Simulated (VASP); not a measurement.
Wanted: the native input for a VASP 6.6.1 run.

| Property | Result |
| --- | --- |
| Task | single point |
| Functional | LDA |
| Potentials or basis | VASP PAW LDA potentials, release 64 (Li_sv, Ca_sv, F) |
| Cutoff | 520 eV |
| k mesh | 6 × 6 × 6 |
| Occupations | gaussian, width 0.05 eV |
| Spin | no spin polarisation |
| Dipole correction | no |
| Further INCAR settings | ALGO = Normal; EDIFF = 1e-07; NBANDS = 25 |

The structure of LiCaF3 lies in POSCAR:

```
LiCaF3
1.0
    3.7612440000      0.0000000000      0.0000000000
    0.0000000000      3.7612440000      0.0000000000
    0.0000000000      0.0000000000      3.5919880200
Li Ca F
1 1 3
Direct
    0.5000000000      0.5000000000      0.5000000000
    0.0000000000      0.0000000000      0.0000000000
    0.0000000000      0.5000000000      0.5000000000
    0.5000000000      0.5000000000      0.0000000000
    0.5000000000      0.0000000000      0.5000000000
```

This cell differs from its parent crystal: strain -0.0450 x Voigt [0, 0, 1, 0, 0, 0].

The input as run:

INCAR

```
PREC = Accurate
ENCUT = 520
EDIFF = 1E-7
ISMEAR = 0
SIGMA = 0.05
LREAL = F
LASPH = T
NELM = 60
ALGO = Normal
ISIF = 2
LWAVE = F
LCHARG = T
LELF = T
LVHAR = T
NBANDS = 25
```

KPOINTS

```
regular mesh
0
Gamma
  6 6 6
```

Potentials or basis: VASP PAW LDA potentials, release 64 (Li_sv, Ca_sv, F).

Run with:

```bash
$ cat potpaw_LDA.64/Li_sv/POTCAR potpaw_LDA.64/Ca_sv/POTCAR potpaw_LDA.64/F/POTCAR > POTCAR
$ mpirun -np 1 vasp_std > vasp.out
```

It gave:

```yaml
Band_gap_on_the_k_mesh: 6.10 eV, indirect (least direct gap 6.29 eV)
```

Caveat: the cell differs from its parent crystal (strain -0.0450 x Voigt [0, 0, 1, 0, 0, 0]).

It took 38 s on 1 thread of AMD EPYC 7R13 Processor (Zen 3), on a shared host, peak memory 0.14 GiB.
